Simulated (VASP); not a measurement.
# TiSi16 (a cell with a defect) in VASP: further runs

TiSi16 (a cell with a defect) is run at these levels: PBE+D3(BJ); tasks: single point.

Everything below comes from runs of VASP 6.6.1. Logs are shortened: lines on timing, memory, paths and dates and some standing lists are left out, and cuts for length are marked.

**1. The cell of the first run**

The cell holds a defect, 17 atoms: a = 7.679 Å, b = 7.679 Å, c = 7.679 Å, α = 60.00°, β = 60.00°, γ = 60.00°.

**2. Single point, PBE+D3(BJ)**

Contents of INCAR:

```
SYSTEM = TiSi16
  ALGO = Normal
  EDIFF = 1E-7
  ENCUT = 520
  GGA = PE
  ISIF = 2
  ISMEAR = -1
  IVDW = 12
  LASPH = .TRUE.
  LCHARG = .TRUE.
  LELF = .TRUE.
  LREAL = Auto
  LVHAR = .TRUE.
  LWAVE = .FALSE.
  NBANDS = 52
  NELM = 100
  PREC = Accurate
  SIGMA = 0.05
```

Contents of KPOINTS:

```
k-points
0
G
  2 2 2
  0 0 0
```

Contents of POSCAR:

```
TiSi16
1.0
    0.0000000000      5.4300000000      5.4300000000
    5.4300000000      0.0000000000      5.4300000000
    5.4300000000      5.4300000000      0.0000000000
Si Ti
16 1
Direct
   -0.0097790055      0.0327440147      0.0044751381
    0.1758195212      0.1035543278      0.1462983425
   -0.0217127072     -0.0077163904      0.5216758748
    0.1184069982      0.1530294659      0.6094935543
   -0.0132044199      0.4813259669      0.0249539595
    0.1050552486      0.6601565378      0.1093462247
   -0.0029097606      0.5344198895      0.4831675875
    0.1045119705      0.6235543278      0.6666850829
    0.5667495396     -0.0238397790     -0.0273204420
    0.6424677716      0.1406077348      0.0967771639
    0.5014732965     -0.0029834254      0.4521178637
    0.6438029466      0.1196224678      0.5810405157
    0.4722836096      0.4833701657      0.0232780847
    0.6156998158      0.6015561694      0.1570441989
    0.4708103131      0.4949539595      0.5359300184
    0.6097882136      0.6179281768      0.6462523020
    0.3946132597      0.8740976059      0.8529742173
```

Potentials or basis: VASP PAW PBE potentials, release 64 (Si, Ti_sv).

Command:

```
$ cat potpaw_PBE.64/Si/POTCAR potpaw_PBE.64/Ti_sv/POTCAR > POTCAR
$ mpirun -np 1 vasp_std > vasp.out
```

OUTCAR:

```text
SYSTEM = TiSi16
   EDIFF = 1E-7
   ENCUT = 520
   GGA = PE
   ISIF = 2
   ISMEAR = -1
   IVDW = 12
   LASPH = .TRUE.
   LREAL = Auto
   NELM = 100
   PREC = Accurate
 IVDW          = 12

 ion  position               nearest neighbor table
   1  0.990  0.033  0.004-  10 2.19   6 2.34   4 2.48   2 2.54  17 2.55
   2  0.176  0.104  0.146-   3 2.41   5 2.41   9 2.47   1 2.54  17 2.87
   3  0.978  0.992  0.522-  12 2.13   8 2.32   2 2.41   4 2.45
   4  0.118  0.153  0.609-   7 2.39  11 2.43   3 2.45   1 2.48  17 2.83
   5  0.987  0.481  0.025-   8 2.25  14 2.33   2 2.41   6 2.42
   6  0.105  0.660  0.109-  13 2.33   1 2.34   7 2.35   5 2.42  17 2.75
   7  0.997  0.534  0.483-   6 2.35   4 2.39   8 2.41  16 2.45
   8  0.105  0.624  0.667-   5 2.25  15 2.30   3 2.32   7 2.41
   9  0.567  0.976  0.973-  10 2.31  14 2.41   2 2.47  12 2.48  17 2.49
  10  0.642  0.141  0.097-  13 2.18   1 2.19  11 2.25   9 2.31
  11  0.501  0.997  0.452-  10 2.25  16 2.42   4 2.43  12 2.47  17 2.53
  12  0.644  0.120  0.581-   3 2.13  15 2.41  11 2.47   9 2.48  17 2.69
  13  0.472  0.483  0.023-  10 2.18   6 2.33  16 2.37  17 2.48  14 2.48
  14  0.616  0.602  0.157-   5 2.33  15 2.38   9 2.41  13 2.48  17 2.87
  15  0.471  0.495  0.536-   8 2.30  16 2.34  14 2.38  12 2.41
  16  0.610  0.618  0.646-  15 2.34  13 2.37  11 2.42   7 2.45  17 2.52
  17  0.395  0.874  0.853-  13 2.48   9 2.49  16 2.52  11 2.53   1 2.55  12 2.69   6 2.75   4 2.83
                             2 2.87  14 2.87

  LATTYP: Found a face centered cubic cell.
 ALAT       =    10.8600000000

  Lattice vectors:

 A1 = (   0.0000000000,   5.4300000000,   5.4300000000)
 A2 = (   5.4300000000,   0.0000000000,   5.4300000000)
 A3 = (   5.4300000000,   5.4300000000,   0.0000000000)

Analysis of symmetry for initial positions (statically):
=====================================================================
 Subroutine PRICEL returns:
 Original cell was already a primitive cell.

 Routine SETGRP: Setting up the symmetry group for a
 face centered cubic supercell.

 Subroutine GETGRP returns: Found  1 space group operations
 (whereof  1 operations were pure point group operations)
 out of a pool of 48 trial point group operations.

The static configuration has the point symmetry C_1 .

Analysis of symmetry for dynamics (positions and initial velocities):
=====================================================================
 Subroutine PRICEL returns:
 Original cell was already a primitive cell.

 Routine SETGRP: Setting up the symmetry group for a
 face centered cubic supercell.

 Subroutine GETGRP returns: Found  1 space group operations
 (whereof  1 operations were pure point group operations)
 out of a pool of 48 trial point group operations.

The dynamic configuration has the point symmetry C_1 .

 Subroutine INISYM returns: Found  1 space group operations
 (whereof  1 operations are pure point group operations),
 and found     1 'primitive' translations

----------------------------------------------------------------------------------------

                                     Primitive cell

  volume of cell :     320.2060

  direct lattice vectors                    reciprocal lattice vectors
     0.000000000  5.430000000  5.430000000    -0.092081031  0.092081031  0.092081031
     5.430000000  0.000000000  5.430000000     0.092081031 -0.092081031  0.092081031
     5.430000000  5.430000000  0.000000000     0.092081031  0.092081031 -0.092081031

  length of vectors
     7.679179644  7.679179644  7.679179644     0.159489025  0.159489025  0.159489025

  position of ions in fractional coordinates (direct lattice)
     0.990220994  0.032744015  0.004475138
     0.175819521  0.103554328  0.146298343
     0.978287293  0.992283610  0.521675875
     0.118406998  0.153029466  0.609493554
     0.986795580  0.481325967  0.024953960
     0.105055249  0.660156538  0.109346225
[... 9 lines left out ...]
     0.609788214  0.617928177  0.646252302
     0.394613260  0.874097606  0.852974217

  ion indices of the primitive-cell ions
   primitive index   ion index
                 1           1
                 2           2
                 3           3
                 4           4
                 5           5
                 6           6
[... 9 lines left out ...]
                16          16
                17          17

----------------------------------------------------------------------------------------

 KPOINTS: k-points

Automatic generation of k-mesh.
 Grid dimensions read from file:
 generate k-points for:    2    2    2

 Generating k-lattice:

  Cartesian coordinates                     Fractional coordinates (reciprocal lattice)
    -0.046040516  0.046040516  0.046040516     0.500000000  0.000000000  0.000000000
     0.046040516 -0.046040516  0.046040516     0.000000000  0.500000000  0.000000000
     0.046040516  0.046040516 -0.046040516     0.000000000  0.000000000  0.500000000

  Length of vectors
     0.079744512  0.079744512  0.079744512

  Shift w.r.t. Gamma in fractional coordinates (k-lattice)
     0.000000000  0.000000000  0.000000000

 Subroutine IBZKPT returns following result:
 ===========================================

 Found      8 irreducible k-points:

 Following reciprocal coordinates:
            Coordinates               Weight
  0.000000  0.000000  0.000000      1.000000
  0.500000  0.000000  0.000000      1.000000
  0.000000  0.500000  0.000000      1.000000
  0.000000  0.000000  0.500000      1.000000
  0.500000  0.500000  0.500000      1.000000
  0.500000  0.500000  0.000000      1.000000
  0.000000  0.500000  0.500000      1.000000
  0.500000  0.000000  0.500000      1.000000
   k-points           NKPTS =      8   k-points in BZ     NKDIM =      8   number of bands    NBANDS=     52
   number of dos      NEDOS =    301   number of ions     NIONS =     17
   total plane-waves  NPLWV = 216000
   dimension x,y,z NGX =    60 NGY =   60 NGZ =   60
   dimension x,y,z NGXF=   120 NGYF=  120 NGZF=  120
   ions per type =              16   1
   NGX,Y,Z   is equivalent  to a cutoff of  12.99, 12.99, 12.99 a.u.
   NGXF,Y,Z  is equivalent  to a cutoff of  25.98, 25.98, 25.98 a.u.
 SYSTEM =  TiSi16
   PREC   = accura    normal or accurate (medium, high low for compatibility)
   ISTART =      0    job   : 0-new  1-cont  2-samecut
   ICHARG =      2    charge: 1-file 2-atom 10-const
   ISPIN  =      1    spin polarized calculation?
   LNONCOLLINEAR =      F non collinear calculations
   LSORBIT =      F    spin-orbit coupling
   LASPH  =      T    aspherical Exc in radial PAW
   ENCUT  =  520.0 eV  38.22 Ry    6.18 a.u.  14.28 14.28 14.28*2*pi/ulx,y,z
   NELM   =    100;   NELMIN=  2; NELMDL= -5     # of ELM steps
   EDIFF  = 0.1E-06   stopping-criterion for ELM
   LREAL  =      T    real-space projection
   EDIFFG = 0.1E-05   stopping-criterion for IOM
   NSW    =      0    number of steps for IOM
   IBRION =     -1    ionic relax: 0-MD 1-quasi-New 2-CG
   NFREE  =      0    steps in history (QN), initial steepest desc. (CG)
   ISIF   =      2    stress and relaxation
   ISYM   =      2    0-nonsym 1-usesym 2-fastsym
   POTIM  = 0.5000    time-step for ionic-motion
   TEBEG  =    0.0;   TEEND  =   0.0 temperature during run
   PSTRESS=    0.0 pullay stress
   NELECT =      76.0000    total number of electrons
   NUPDOWN=      -1.0000    fix difference up-down
   EMIN   =  10.00;   EMAX   =-10.00  energy-range for DOS
   EFERMI =   0.00;   METHOD = LEGACY
   ISMEAR =    -1;   SIGMA  =   0.05  broadening in eV -4-tet -1-fermi 0-gaus
   EFERMI_NEDOS =   21; number of points for ismear=-14 and -15
   IALGO  =     38    algorithm
   IMIX   =      4    mixing-type and parameters
     AMIX     =   0.40;   BMIX     =  1.00
     AMIX_MAG =   1.60;   BMIX_MAG =  1.00
  volume/ion in A,a.u.               =      18.84       127.11
  Fermi-wavevector in a.u.,A,eV,Ry     =   1.013607  1.915439 13.978610  1.027399
  Thomas-Fermi vector in A             =   2.146786
   LORBIT       =      0    0 simple, 1 ext, 2 COOP (PROOUT), +10 PAW based schemes
   GGA     = PE    functional components
   LHFCALC =     F    Hartree Fock is set to
   AEXX    =    0.0000 exact exchange contribution
   IVDW    =    12    specifies the selected vdW correction
   LEPSILON=     F    determine dielectric tensor
   LRPA    =     F    only Hartree local field effects (RPA)
 non-spin polarized calculation
  energy-cutoff  :      520.00
  volume of cell :      320.21
 maximum number of plane-waves:      8646
 NGX is ok and might be reduce to    60
   NGX = 29   NGY = 29   NGZ = 29

 number of electron      76.0000001 magnetization

 Free energy of the ion-electron system (eV)
  ---------------------------------------------------
  ext. energy  EPLUGINS =         0.00000000
  ---------------------------------------------------
  free energy    TOTEN  =       -90.86011464 eV

  energy without entropy =      -90.79216243  energy(sigma->0) =      -90.82613853

 E-fermi :   6.8362     XC(G=0):  -9.7900

 val. band max:        6.7990005751   @ k =   0.0000   0.0000   0.5000
 cond. band min:       6.8539389788   @ k =   0.5000   0.0000   0.5000
 fundamental gap:      0.0549384037
 Fermi energy:         6.8361567972

 k-point     1 :       0.0000    0.0000    0.0000
  band No.  band energies     occupation
      1     -49.9886      2.00000
      2     -26.3833      2.00000
      3     -26.3219      2.00000
      4     -26.3042      2.00000
      5      -5.7327      2.00000
      6      -3.7049      2.00000
[... 42 lines left out ...]
     49       8.2781      0.00000
     50       8.3261      0.00000

 k-point     2 :       0.5000    0.0000    0.0000
  band No.  band energies     occupation
      1     -49.9886      2.00000
      2     -26.3833      2.00000
      3     -26.3219      2.00000
      4     -26.3043      2.00000
      5      -5.0879      2.00000
      6      -4.7341      2.00000
[... 42 lines left out ...]
     49       9.4546      0.00000
     50       9.7849      0.00000

 k-point     3 :       0.0000    0.5000    0.0000
  band No.  band energies     occupation
      1     -49.9886      2.00000
      2     -26.3833      2.00000
      3     -26.3219      2.00000
      4     -26.3043      2.00000
      5      -5.0347      2.00000
      6      -4.8227      2.00000
[... 42 lines left out ...]
     49       9.3820      0.00000
     50       9.6347      0.00000

 k-point     4 :       0.0000    0.0000    0.5000
  band No.  band energies     occupation
      1     -49.9886      2.00000
      2     -26.3833      2.00000
      3     -26.3219      2.00000
      4     -26.3043      2.00000
      5      -5.0931      2.00000
      6      -4.7521      2.00000
[... 42 lines left out ...]
     49       9.2905      0.00000
     50       9.6684      0.00000

 k-point     5 :       0.5000    0.5000    0.5000
  band No.  band energies     occupation
      1     -49.9886      2.00000
      2     -26.3833      2.00000
      3     -26.3219      2.00000
      4     -26.3043      2.00000
      5      -5.0851      2.00000
      6      -4.8024      2.00000
[... 42 lines left out ...]
     49       9.3647      0.00000
     50       9.6582      0.00000

 k-point     6 :       0.5000    0.5000    0.0000
  band No.  band energies     occupation
      1     -49.9886      2.00000
      2     -26.3833      2.00000
      3     -26.3219      2.00000
      4     -26.3043      2.00000
      5      -4.9009      2.00000
      6      -4.3916      2.00000
[... 42 lines left out ...]
     49       9.7869      0.00000
     50      10.3403      0.00000

 k-point     7 :       0.0000    0.5000    0.5000
  band No.  band energies     occupation
      1     -49.9886      2.00000
      2     -26.3833      2.00000
      3     -26.3219      2.00000
      4     -26.3042      2.00000
      5      -4.8070      2.00000
      6      -4.5576      2.00000
[... 42 lines left out ...]
     49       9.7907      0.00000
     50      10.3276      0.00000

 k-point     8 :       0.5000    0.0000    0.5000
  band No.  band energies     occupation
      1     -49.9886      2.00000
      2     -26.3833      2.00000
      3     -26.3219      2.00000
      4     -26.3042      2.00000
      5      -4.7924      2.00000
      6      -4.5582      2.00000
[... 42 lines left out ...]
     49       9.7670      0.00000
     50      10.3562      0.00000
 [bands above 50 left out]

------------------------ aborting loop because EDIFF is reached ----------------------------------------

 Edisp (eV)   -5.83740

 E8    (eV) :    -2.4406

  FORCE on cell =-STRESS in cart. coord.  units (eV):
  Direction    XX          YY          ZZ          XY          YZ          ZX
  --------------------------------------------------------------------------------------
  -------------------------------------------------------------------------------------
  Total       0.39798    -0.68327     0.19534    -4.86945    -0.87745    -3.34984
  in kB       1.99135    -3.41881     0.97739   -24.36469    -4.39037   -16.76118
  external pressure =       -0.15 kB  Pullay stress =        0.00 kB

 VOLUME and BASIS-vectors are now :
 -----------------------------------------------------------------------------
  energy-cutoff  :      520.00
  volume of cell :      320.21
      direct lattice vectors                 reciprocal lattice vectors
     0.000000000  5.430000000  5.430000000    -0.092081031  0.092081031  0.092081031
     5.430000000  0.000000000  5.430000000     0.092081031 -0.092081031  0.092081031
     5.430000000  5.430000000  0.000000000     0.092081031  0.092081031 -0.092081031

 POSITION                                       TOTAL-FORCE (eV/Angst)
 -----------------------------------------------------------------------------------
      0.20210      5.40120      5.55470        -0.874374      1.241165      1.771086
      1.35670      1.74910      1.51700         0.004451     -0.692718     -0.315765
      8.22080      8.14480     10.70020        -1.164536      2.115648      2.477686
      4.14050      3.95250      1.47390        -0.139247     -0.230491     -0.214491
      2.74910      5.49380      7.97190         0.340859      1.066993     -0.112230
      4.17840      1.16420      4.15510        -0.113758      0.001873     -1.051587
[... 9 lines left out ...]
      6.86450      6.82030      6.66650        -1.305684      0.044998      0.957727
      9.37800      6.77440      6.88910         1.231005     -0.136786     -0.186522
 -----------------------------------------------------------------------------------
    total drift:                                0.004940      0.003477     -0.003976

  FREE ENERGIE OF THE ION-ELECTRON SYSTEM (eV)
  ---------------------------------------------------
  free  energy   TOTEN  =       -96.6975132756 eV

  energy  without entropy=      -96.6295610623  energy(sigma->0) =      -96.66353717
```

Run time: 3 min. Hardware: 1 thread of Intel Xeon Platinum 8488C (Sapphire Rapids), shared host; peak memory 0.5 GiB.

What came out:

| Item | Value |
| --- | --- |
| Free energy | -96.6975 eV |
| Pressure | 0.0 GPa |
| Largest force | 3.460 eV/Å |
| Band gap on the k mesh | zero (band 38 reaches 6.93 eV, above the bottom of band 39 at 6.59 eV) |
| Dispersion energy per atom | -0.343 eV |

Forces in eV/Å, atoms in the order of the input:
```
Si  -0.874  1.241  1.771
Si   0.004 -0.693 -0.316
Si  -1.165  2.116  2.478
Si  -0.139 -0.230 -0.214
Si   0.341  1.067 -0.112
Si  -0.114  0.002 -1.052
Si   0.399  0.420 -0.756
Si  -0.896 -1.227 -0.023
Si   0.030 -0.556 -0.439
Si  -0.662 -0.228 -1.029
Si   0.974  0.616 -0.524
Si   1.791 -2.071 -1.669
Si   1.215 -0.199  0.926
Si   0.079 -0.422 -0.217
Si  -0.907  0.257  0.405
Si  -1.306  0.045  0.958
Ti   1.231 -0.137 -0.187
```

Levels at points of the mesh, in eV from the Fermi level:
```tsv
k point	band 34	band 35	band 36	band 37	band 38	band 39	band 40	band 41	band 42	band 43
(0.00, 0.00, 0.00)	-0.95	-0.90	-0.80	-0.62	-0.34	-0.25	-0.11	0.12	0.37	0.75
(0.50, 0.00, 0.00)	-1.63	-1.32	-0.84	-0.24	-0.11	0.15	0.36	0.67	0.85	1.17
(0.00, 0.50, 0.00)	-1.56	-1.30	-1.00	-0.22	-0.09	0.09	0.28	0.62	0.95	1.10
(0.00, 0.00, 0.50)	-1.64	-1.21	-0.98	-0.04	0.09	0.11	0.37	0.45	0.68	1.12
(0.50, 0.50, 0.50)	-1.65	-1.39	-1.06	-0.25	-0.10	0.12	0.30	0.40	0.63	1.07
(0.50, 0.50, 0.00)	-2.00	-1.72	-1.49	-0.46	-0.14	0.61	0.76	1.03	1.10	1.62
(0.00, 0.50, 0.50)	-1.86	-1.71	-1.62	-0.53	-0.10	0.69	0.82	1.10	1.23	1.43
(0.50, 0.00, 0.50)	-1.94	-1.66	-1.53	-0.57	0.02	0.62	0.73	1.14	1.24	1.52
```

Caveat: the k points lie up to 0.50 Å⁻¹ apart.

(Part 1 of 2 ends here.)
